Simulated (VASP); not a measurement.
# Fe (Fd-3m) in VASP: a series of runs

Fe is run at these levels: PBEsol; tasks: single point, relaxation of cell and atoms.

All numbers are computed with VASP 6.6.1; they aren't measurements. Logs are shortened: lines on timing, memory, paths and dates and some standing lists are left out, and cuts for length are marked.

**1. The cell of the first run**

It takes space group Fd-3m (No. 227, cubic). Conventional cell: a = 4.806 Å, b = 4.806 Å, c = 4.806 Å, α = 90.00°, β = 90.00°, γ = 90.00°. Within 2.8 Å of Fe (site symmetry -43m) lie 4 Fe at 2.08 Å.

This isn't the form of Fe at room conditions, which is bcc.

**2. Single point, PBEsol, collinear spin, ferromagnetic start**

Contents of INCAR:

```
SYSTEM = Fe
PREC = Accurate
ENCUT = 600
EDIFF = 1E-6
ISMEAR = -1
SIGMA = 0.1
LREAL = .FALSE.
LASPH = .TRUE.
NELM = 200
ALGO = Normal
ISIF = 2
LWAVE = .FALSE.
LCHARG = .FALSE.
ISPIN = 2
MAGMOM = 3.5 3.5
LORBIT = 11
LMAXMIX = 4
GGA = PS
NBANDS = 19
GGA_COMPAT = .FALSE.
```

Contents of KPOINTS:

```
Automatic mesh
0
G
  9 9 9
  0 0 0
```

Contents of POSCAR:

```
Fe
1.0
    0.0000000000      2.4031360174      2.4031360174
    2.4031360174      0.0000000000      2.4031360174
    2.4031360174      2.4031360174      0.0000000000
Fe
2
Direct
    1.0000000000      1.0000000000      1.0000000000
    0.2500000000      0.2500000000      0.2500000000
```

Potentials or basis: VASP PAW PBE potentials, release 64 (Fe).

Launch:

```
$ cat potpaw_PBE.64/Fe/POTCAR > POTCAR
$ mpirun -np 1 vasp_std > vasp.out
```

OUTCAR:

```text
SYSTEM = Fe
   PREC = Accurate
   ENCUT = 600
   EDIFF = 1E-6
   ISMEAR = -1
   LREAL = .FALSE.
   LASPH = .TRUE.
   NELM = 200
   ISIF = 2
   ISPIN = 2
   LORBIT = 11
   GGA = PS

 ion  position               nearest neighbor table
   1  0.000  0.000  0.000-   2 2.08   2 2.08   2 2.08   2 2.08
   2  0.250  0.250  0.250-   1 2.08   1 2.08   1 2.08   1 2.08

  LATTYP: Found a face centered cubic cell.
 ALAT       =     4.8062720348

  Lattice vectors:

 A1 = (   0.0000000000,   2.4031360174,   2.4031360174)
 A2 = (   2.4031360174,   0.0000000000,   2.4031360174)
 A3 = (   2.4031360174,   2.4031360174,   0.0000000000)

Analysis of symmetry for initial positions (statically):
=====================================================================
 Subroutine PRICEL returns:
 Original cell was already a primitive cell.

 Routine SETGRP: Setting up the symmetry group for a
 face centered cubic supercell.

 Subroutine GETGRP returns: Found 48 space group operations
 (whereof 24 operations were pure point group operations)
 out of a pool of 48 trial point group operations.

The static configuration has the point symmetry T_d .
 The point group associated with its full space group is O_h .

Analysis of symmetry for dynamics (positions and initial velocities):
=====================================================================
 Subroutine PRICEL returns:
 Original cell was already a primitive cell.

 Routine SETGRP: Setting up the symmetry group for a
 face centered cubic supercell.

 Subroutine GETGRP returns: Found 48 space group operations
 (whereof 24 operations were pure point group operations)
 out of a pool of 48 trial point group operations.

The dynamic configuration has the point symmetry T_d .
 The point group associated with its full space group is O_h .

Analysis of structural, dynamic, and magnetic symmetry:
=====================================================================
 Subroutine PRICEL returns:
 Original cell was already a primitive cell.

 Routine SETGRP: Setting up the symmetry group for a
 face centered cubic supercell.

 Subroutine GETGRP returns: Found 48 space group operations
 (whereof 24 operations were pure point group operations)
 out of a pool of 48 trial point group operations.

The overall configuration has the point symmetry T_d .
 The point group associated with its full space group is O_h .

 Subroutine INISYM returns: Found 48 space group operations
 (whereof 24 operations are pure point group operations),
 and found     1 'primitive' translations

----------------------------------------------------------------------------------------

                                     Primitive cell

  volume of cell :      27.7565

  direct lattice vectors                    reciprocal lattice vectors
     0.000000000  2.403136017  2.403136017    -0.208061465  0.208061465  0.208061465
     2.403136017  0.000000000  2.403136017     0.208061465 -0.208061465  0.208061465
     2.403136017  2.403136017  0.000000000     0.208061465  0.208061465 -0.208061465

  length of vectors
     3.398547548  3.398547548  3.398547548     0.360373028  0.360373028  0.360373028

  position of ions in fractional coordinates (direct lattice)
     0.000000000  0.000000000  0.000000000
     0.250000000  0.250000000  0.250000000

  ion indices of the primitive-cell ions
   primitive index   ion index
                 1           1
                 2           2

----------------------------------------------------------------------------------------

 KPOINTS: Automatic mesh

Automatic generation of k-mesh.
 Grid dimensions read from file:
 generate k-points for:    9    9    9

 Generating k-lattice:

  Cartesian coordinates                     Fractional coordinates (reciprocal lattice)
    -0.023117941  0.023117941  0.023117941     0.111111111  0.000000000  0.000000000
     0.023117941 -0.023117941  0.023117941     0.000000000  0.111111111  0.000000000
     0.023117941  0.023117941 -0.023117941     0.000000000  0.000000000  0.111111111

  Length of vectors
     0.040041448  0.040041448  0.040041448

  Shift w.r.t. Gamma in fractional coordinates (k-lattice)
     0.000000000  0.000000000  0.000000000

 Subroutine IBZKPT returns following result:
 ===========================================

 Found     35 irreducible k-points:

 Following reciprocal coordinates:
            Coordinates               Weight
  0.000000  0.000000  0.000000      1.000000
  0.111111  0.000000  0.000000      8.000000
  0.222222  0.000000  0.000000      8.000000
  0.333333  0.000000  0.000000      8.000000
  0.444444  0.000000  0.000000      8.000000
  0.111111  0.111111  0.000000      6.000000
[... 16 lines left out ...]
 -0.333333  0.333333  0.000000     12.000000
  0.444444  0.444444  0.000000      6.000000
 [... further k-points ...]
   k-points           NKPTS =     35   k-points in BZ     NKDIM =     35   number of bands    NBANDS=     19
   number of dos      NEDOS =    301   number of ions     NIONS =      2
   total plane-waves  NPLWV =  21952
   dimension x,y,z NGX =    28 NGY =   28 NGZ =   28
   dimension x,y,z NGXF=    56 NGYF=   56 NGZF=   56
   ions per type =               2
   NGX,Y,Z   is equivalent  to a cutoff of  13.70, 13.70, 13.70 a.u.
   NGXF,Y,Z  is equivalent  to a cutoff of  27.39, 27.39, 27.39 a.u.
 SYSTEM =  Fe
   PREC   = accura    normal or accurate (medium, high low for compatibility)
   ISTART =      0    job   : 0-new  1-cont  2-samecut
   ICHARG =      2    charge: 1-file 2-atom 10-const
   ISPIN  =      2    spin polarized calculation?
   LNONCOLLINEAR =      F non collinear calculations
   LSORBIT =      F    spin-orbit coupling
   LASPH  =      T    aspherical Exc in radial PAW
   ENCUT  =  600.0 eV  44.10 Ry    6.64 a.u.   6.79  6.79  6.79*2*pi/ulx,y,z
   NELM   =    200;   NELMIN=  2; NELMDL= -5     # of ELM steps
   EDIFF  = 0.1E-05   stopping-criterion for ELM
   LREAL  =      F    real-space projection
   EDIFFG = 0.1E-04   stopping-criterion for IOM
   NSW    =      0    number of steps for IOM
   IBRION =     -1    ionic relax: 0-MD 1-quasi-New 2-CG
   NFREE  =      0    steps in history (QN), initial steepest desc. (CG)
   ISIF   =      2    stress and relaxation
   ISYM   =      2    0-nonsym 1-usesym 2-fastsym
   POTIM  = 0.5000    time-step for ionic-motion
   TEBEG  =    0.0;   TEEND  =   0.0 temperature during run
   PSTRESS=    0.0 pullay stress
   NELECT =      16.0000    total number of electrons
   NUPDOWN=      -1.0000    fix difference up-down
   EMIN   =  10.00;   EMAX   =-10.00  energy-range for DOS
   EFERMI =   0.00;   METHOD = LEGACY
   ISMEAR =    -1;   SIGMA  =   0.10  broadening in eV -4-tet -1-fermi 0-gaus
   EFERMI_NEDOS =   21; number of points for ismear=-14 and -15
   IALGO  =     38    algorithm
   IMIX   =      4    mixing-type and parameters
     AMIX     =   0.40;   BMIX     =  1.00
     AMIX_MAG =   1.60;   BMIX_MAG =  1.00
  volume/ion in A,a.u.               =      13.88        93.66
  Fermi-wavevector in a.u.,A,eV,Ry     =   1.362469  2.574692 25.256773  1.856320
  Thomas-Fermi vector in A             =   2.488956
   LORBIT       =     11    0 simple, 1 ext, 2 COOP (PROOUT), +10 PAW based schemes
   GGA     = PS    functional components
   LHFCALC =     F    Hartree Fock is set to
   AEXX    =    0.0000 exact exchange contribution
   IVDW    =     0    specifies the selected vdW correction
   LEPSILON=     F    determine dielectric tensor
   LRPA    =     F    only Hartree local field effects (RPA)
 spin polarized calculation
  energy-cutoff  :      600.00
  volume of cell :       27.76
 maximum number of plane-waves:       944
   NGX = 13   NGY = 13   NGZ = 13

 number of electron      16.0000006 magnetization      -0.0038813

 number of electron      16.0000006 magnetization       0.0020365

 Free energy of the ion-electron system (eV)
  ---------------------------------------------------
  ext. energy  EPLUGINS =         0.00000000
  ---------------------------------------------------
  free energy    TOTEN  =       -15.34987155 eV

  energy without entropy =      -15.27135132  energy(sigma->0) =      -15.31061143

 E-fermi :   3.7882     XC(G=0): -11.9033

 val. band max:        3.7856347828   @ k =  -0.2222   0.1111   0.0000
 cond. band min:       3.8061981123   @ k =   0.3333   0.1111   0.0000
 fundamental gap:      0.0205633295
 Fermi energy:         3.7882235515

 spin component 1

 k-point     1 :       0.0000    0.0000    0.0000
  band No.  band energies     occupation
      1      -3.1051      1.00000
      2       0.8725      1.00000
      3       0.8725      1.00000
      4       1.2230      1.00000
      5       1.2230      1.00000
      6       1.2230      1.00000
[... 11 lines left out ...]
     18      19.8395      0.00000
     19      21.3054      0.00000
[... 485 lines left out ...]
 k-point    24 :       0.4444    0.4444    0.0000
  band No.  band energies     occupation
      1      -0.0629      1.00000
      2       0.1555      1.00000
      3       1.2834      1.00000
      4       1.2834      1.00000
      5       1.9561      1.00000
      6       2.5864      0.99999
[... 11 lines left out ...]
     18      29.3122      0.00000
     19      29.3122      0.00000

 [... further k-points ...]

 spin component 2

 k-point     1 :       0.0000    0.0000    0.0000
  band No.  band energies     occupation
      1      -3.1050      1.00000
      2       0.8735      1.00000
      3       0.8735      1.00000
      4       1.2235      1.00000
      5       1.2235      1.00000
      6       1.2235      1.00000
[... 11 lines left out ...]
     18      19.8389      0.00000
     19      21.3051      0.00000
[... 485 lines left out ...]
 k-point    24 :       0.4444    0.4444    0.0000
  band No.  band energies     occupation
      1      -0.0624      1.00000
      2       0.1560      1.00000
      3       1.2839      1.00000
      4       1.2839      1.00000
      5       1.9564      1.00000
      6       2.5869      0.99999
[... 11 lines left out ...]
     18      29.3121      0.00000
     19      29.3121      0.00000

 [... further k-points ...]

------------------------ aborting loop because EDIFF is reached ----------------------------------------

  FORCE on cell =-STRESS in cart. coord.  units (eV):
  Direction    XX          YY          ZZ          XY          YZ          ZX
  --------------------------------------------------------------------------------------
  -------------------------------------------------------------------------------------
  Total       -0.3002350     -0.3002350     -0.3002350      0.0000000     -0.0000000     -0.0000000
  in kB      -17.3303333    -17.3303333    -17.3303333      0.0000000     -0.0000000     -0.0000000
  external PRESSURE =     -17.3303333 kB  Pullay stress =       0.0000000 kB

 VOLUME and BASIS-vectors are now :
 -----------------------------------------------------------------------------
  energy-cutoff  :      600.00
  volume of cell :       27.76
      direct lattice vectors                 reciprocal lattice vectors
     0.000000000  2.403136017  2.403136017    -0.208061465  0.208061465  0.208061465
     2.403136017  0.000000000  2.403136017     0.208061465 -0.208061465  0.208061465
     2.403136017  2.403136017  0.000000000     0.208061465  0.208061465 -0.208061465

 POSITION                                       TOTAL-FORCE (eV/Angst)
 -----------------------------------------------------------------------------------
      0.00000      0.00000      0.00000        -0.000000     -0.000000     -0.000000
      1.20157      1.20157      1.20157         0.000000      0.000000      0.000000
 -----------------------------------------------------------------------------------
    total drift:                                0.000000      0.000000      0.000000

  FREE ENERGIE OF THE ION-ELECTRON SYSTEM (eV)
  ---------------------------------------------------
  free  energy   TOTEN  =       -15.3498715468 eV

  energy  without entropy=      -15.2713513182  energy(sigma->0) =      -15.31061143

 total charge

# of ion       s       p       d       tot
------------------------------------------
    1        0.603   0.465   6.499   7.567
    2        0.603   0.465   6.499   7.567
--------------------------------------------------
tot          1.207   0.930  12.997  15.133

 magnetization (x)

# of ion       s       p       d       tot
------------------------------------------
    1       -0.000  -0.000   0.000   0.000
    2       -0.000  -0.000   0.000   0.000
--------------------------------------------------
tot         -0.000  -0.000   0.001   0.001
```

It took 20 s on 1 thread of Intel Xeon 6975P-C (Granite Rapids), shared host; peak memory 0.18 GiB.

What came out:

```yaml
Free_energy: -15.3499 eV
Pressure: -1.7 GPa
Band_gap_on_the_k_mesh: zero (filled and empty bands overlap)
Net_moment: 0.00 μB per cell
Valence_electrons_inside_the_program's_atomic_spheres: Fe 7.57
```

Levels at points of the mesh, in eV from the Fermi level:
Spin up:
| k point | band 4 | band 5 | band 6 | band 7 | band 8 | band 9 | band 10 | band 11 | band 12 | band 13 |
| --- | --- | --- | --- | --- | --- | --- | --- | --- | --- | --- |
| (0.00, 0.00, 0.00) | -2.57 | -2.57 | -2.57 | -0.42 | -0.42 | -0.42 | 1.31 | 1.31 | 14.68 | 14.68 |
Spin down:
```
           k point  band 5  band 6  band 7  band 8  band 9  band 10  band 11  band 12
(0.00, 0.00, 0.00)   -2.56   -2.56   -0.42   -0.42   -0.42     1.31     1.31    14.68
```

Caveat: the moments typed at the start vanished in this run; the PAW data sets were made with another functional, which shifts forces and pressure a little.

**3. Relaxation of cell and atoms, PBEsol, collinear spin, ferromagnetic start**

This run uses another cell than the first one, of 15.63 Å³/atom.

Contents of INCAR:

```
SYSTEM = Fe
PREC     = Accurate       ! precision mode
ENCUT    = 600            ! plane-wave cutoff, eV
EDIFF    = 1E-7           ! SCF threshold, eV
ISMEAR   = -1             ! smearing method
SIGMA    = 0.1            ! smearing width, eV
LREAL    = .FALSE.        ! projectors in reciprocal space
LASPH    = .TRUE.         ! aspherical terms in the spheres
NELM     = 200            ! most SCF steps
ALGO     = Normal         ! electronic algorithm
ISIF     = 3              ! what is computed and relaxed
LWAVE    = .FALSE.        ! write WAVECAR
LCHARG   = .FALSE.        ! write CHGCAR
ISPIN    = 2              ! spin polarisation
MAGMOM   = 3.5 3.5        ! initial moments
LORBIT   = 11             ! projections on sites
LMAXMIX  = 4              ! l up to which the mixer works
GGA      = PS             ! functional
IBRION   = 2              ! ionic algorithm
NSW      = 80             ! ionic steps
EDIFFG   = -0.03          ! ionic threshold
GGA_COMPAT= .FALSE.      
NELMIN   = 4
```

Contents of KPOINTS:

```
regular mesh
0
G
  9 9 9
  0 0 0
```

Contents of POSCAR:

```
Fe
1.0
    0.0000000000      2.5000000000      2.5000000000
    2.5000000000      0.0000000000      2.5000000000
    2.5000000000      2.5000000000      0.0000000000
Fe
2
Direct
    1.0000000000      1.0000000000      1.0000000000
    0.2500000000      0.2500000000      0.2500000000
```

Potentials or basis: VASP PAW PBE potentials, release 64 (Fe).

Launch:

```
$ cat potpaw_PBE.64/Fe/POTCAR > POTCAR
$ mpirun -np 1 vasp_std > vasp.out
```

Wall time 62 s (1 thread of Intel Xeon 6975P-C (Granite Rapids), shared host); peak memory 0.19 GiB.

Results (log left out):

```yaml
Free_energy: -15.3529 eV
Relaxed_volume: 13.73 Å³/atom
Relaxed_cell: a = 3.387 Å, b = 3.387 Å, c = 3.387 Å, α = 60.00°, β = 60.00°, γ = 60.00°
Space_group_after_relaxing_to_0.1_Å: Fd-3m (No. 227)
Energy_gained_by_relaxing: 109.6 meV/atom
Ionic_steps: 4
Pressure_after_relaxing: 0.0 GPa
Band_gap_on_the_k_mesh: zero (filled and empty bands overlap)
Net_moment: 0.00 μB per cell
Valence_electrons_inside_the_program's_atomic_spheres: Fe 7.59
```

The path:
```
step  energy change (eV)  largest force (eV/Å)  pressure (GPa)  volume (Å³)
   1              0.0000                0.0000          -16.54        31.25
   2             -0.0117                0.0000           24.82        24.51
   3             -0.2192                0.0000           -0.39        27.54
   4             -0.2193                0.0000            0.05        27.46
```

Final structure:
```
Fe
1.0
     0.00000    2.39467    2.39467
     2.39467    0.00000    2.39467
     2.39467    2.39467    0.00000
Fe
2
Direct
  0.00000 0.00000 0.00000
  0.25000 0.25000 0.25000
```

Levels at points of the mesh, in eV from the Fermi level:
Spin up:
```tsv
k point	band 6	band 7	band 8	band 9	band 10	band 11
(0.00, 0.00, 0.00)	-2.60	-0.43	-0.43	-0.43	1.33	1.33
```
Spin down:
```csv
k point,band 4,band 5,band 6,band 7,band 8,band 9,band 10,band 11,band 12,band 13
"(0.00, 0.00, 0.00)",-2.60,-2.60,-2.60,-0.43,-0.43,-0.43,1.33,1.33,14.78,14.78
```

Caveat: the moments typed at the start vanished in this run; the PAW data sets were made with another functional, which shifts forces and pressure a little.

The gap in the log of VASP goes by the Fermi energy; the results here count the filled bands.